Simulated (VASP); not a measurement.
## SnO: single point with PBEsol

The system is SnO.

```
CELL_PARAMETERS angstrom
3.49177 0.08043 -0.05321
0.13603 5.32391 -0.04465
-0.06696 -0.03322 3.98628
ATOMIC_POSITIONS crystal
Sn 0.00098 0.23109 0.50969
Sn 0.46993 0.76014 0.01419
O 0.02375 0.90025 0.73907
O 0.50535 0.10852 0.23705
```

This cell differs from its parent crystal: atoms moved at random and the cell strained at random.

| Quantity | Value |
| --- | --- |
| Program | VASP 6.6.1 |
| Task | single point |
| Functional | PBEsol |
| Potentials or basis | VASP PAW PBE potentials, release 64 (Sn_d, O) |
| Cutoff | 520 eV |
| k mesh | 8 × 6 × 6 |
| Occupations | gaussian, width 0.05 eV |
| Spin | no spin polarisation |

```json
{
  "Pressure": "4.5 GPa",
  "Largest force": "1.677 eV/Å",
  "Band gap on the k mesh": "0.91 eV (least direct gap 1.92 eV)"
}
```

Forces on the atoms (eV/Å):
```
Sn  -0.031  1.602 -0.270
Sn   1.304 -1.043  0.156
O   -1.125 -0.812 -0.034
O   -0.148  0.253  0.149
```

Stress tensor (GPa, compression positive):
```
 0.12 -2.65  3.49
-2.65  9.60 -1.02
 3.49 -1.02  3.81
```

Levels at points of the mesh, in eV from the valence-band top:
| k point | band 18 | band 19 | band 20 | band 21 | band 22 | band 23 |
| --- | --- | --- | --- | --- | --- | --- |
| (0.00, 0.00, 0.00) | -3.37 | -2.65 | 0.00 | 1.97 | 2.94 | 5.52 |
| (0.50, 0.00, 0.00) | -3.36 | -2.11 | -1.84 | 2.26 | 2.79 | 5.52 |
| (0.00, 0.50, 0.00) | -3.36 | -2.22 | -1.96 | 2.98 | 3.55 | 4.68 |
| (0.50, 0.50, 0.00) | -3.42 | -1.76 | -1.34 | 1.62 | 1.93 | 5.77 |
| (0.00, 0.00, 0.50) | -4.01 | -2.43 | -2.15 | 1.89 | 2.06 | 5.42 |
| (0.50, 0.00, 0.50) | -3.64 | -1.85 | -1.48 | 1.37 | 1.52 | 3.73 |
| (0.00, 0.50, 0.50) | -3.68 | -1.99 | -1.70 | 1.47 | 1.57 | 5.56 |
| (0.50, 0.50, 0.50) | -4.07 | -0.93 | -0.71 | 1.39 | 1.99 | 3.95 |

Run time: 6.6 min on 1 thread of Intel Xeon 8259CL (shared host), peak memory 0.35 GiB.

Caveat: the cell differs from its parent crystal (atoms moved at random and the cell strained at random); the stress differs along the axes, from 0 to 10 GPa; the PAW data sets were made with another functional, which shifts forces and pressure a little; spin-orbit coupling is left out, which moves the levels of the heavy elements. A k mesh can miss the band edges.
